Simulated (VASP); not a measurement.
Input of a VASP 6.6.1 run:

INCAR

```
SYSTEM = K8Mg7TiF24
PREC = Accurate ; ENCUT = 520
EDIFF = 1E-6 ; ISMEAR = -1
SIGMA = 0.05 ; LREAL = Auto
LASPH = .TRUE. ; NELM = 80
ALGO = Normal ; ISIF = 2
LWAVE = .FALSE. ; LCHARG = .TRUE.
GGA = PS ; LELF = .TRUE.
LVHAR = .TRUE. ; NBANDS = 159
ISYM = 0
```

The input KPOINTS:

```
Automatic mesh
0
Gamma
  1 1 1
  0.25 0.25 0.25
```

The input POSCAR:

```
K8Mg7TiF24
1.0
    7.9825440000      0.0000000000      0.0000000000
    0.0000000000      7.9825440000      0.0000000000
    0.0000000000      0.0000000000      7.9825440000
K Ti Mg F
8 1 7 24
Direct
    0.9977940000      0.9831160000      0.9939270000
    0.0040910000      0.9958320000      0.5043440000
    0.9977100000      0.5136850000      0.9818060000
    0.9995280000      0.5090660000      0.5094790000
    0.4982250000      0.9952690000      0.0015920000
    0.4937560000      0.9807570000      0.5069590000
    0.5063030000      0.5130590000      0.9924810000
    0.2191400000      0.2510740000      0.2235900000
    0.4981470000      0.3912300000      0.4611620000
    0.2510550000      0.2549680000      0.7461220000
    0.2546550000      0.7406400000      0.2601100000
    0.2519170000      0.7491680000      0.7521410000
    0.7467700000      0.2445210000      0.2407710000
    0.7537500000      0.2552160000      0.7498190000
    0.7463380000      0.7473070000      0.2579760000
    0.7471640000      0.7521740000      0.7491410000
    0.3253470000      0.2597300000      0.9627990000
    0.2660860000      0.2589000000      0.5127240000
    0.2515730000      0.7274540000      0.0047400000
    0.2386770000      0.7644790000      0.5084380000
    0.7305810000      0.2533240000      0.9947410000
    0.7463080000      0.2581420000      0.4982970000
    0.7507890000      0.7445860000      0.0042490000
    0.7593710000      0.7655480000      0.5035690000
    0.9529460000      0.3437720000      0.2399770000
    0.0019830000      0.2431150000      0.7592560000
    0.9951160000      0.7024920000      0.2504380000
    0.9985310000      0.7623730000      0.7566070000
    0.5151140000      0.2125890000      0.2737390000
    0.5104390000      0.2894450000      0.7019880000
    0.5031620000      0.7934250000      0.2457770000
    0.5004110000      0.7501230000      0.7561980000
    0.1999400000      0.9665990000      0.2418620000
    0.2560890000      0.0015620000      0.7566740000
    0.3303890000      0.5171580000      0.3105930000
    0.2361390000      0.5040730000      0.7449000000
    0.7892720000      0.0011080000      0.2458150000
    0.7400740000      0.0060780000      0.7530880000
    0.6722020000      0.5010540000      0.2860510000
    0.7658890000      0.5040720000      0.7530270000
```

Potentials or basis: VASP PAW PBE potentials, release 64 (K_sv, Ti_sv, Mg, F).

Command:

```console
$ cat potpaw_PBE.64/K_sv/POTCAR potpaw_PBE.64/Ti_sv/POTCAR potpaw_PBE.64/Mg/POTCAR potpaw_PBE.64/F/POTCAR > POTCAR
$ mpirun -np 1 vasp_std > vasp.out
```

**Question.** Predict the largest force.

**Answer.** 0.079 eV/Å.

**Question.** What does it give for the pressure?

**Answer.** 3.7 GPa.

**Question.** Estimate the band gap on the k mesh.

**Answer.** 0.01 eV.

Stress tensor (GPa, compression positive):
```
 3.41  0.09 -0.26
 0.09  3.36  0.72
-0.26  0.72  4.47
```

Caveat: the PAW data sets were made with another functional, which shifts forces and pressure a little.
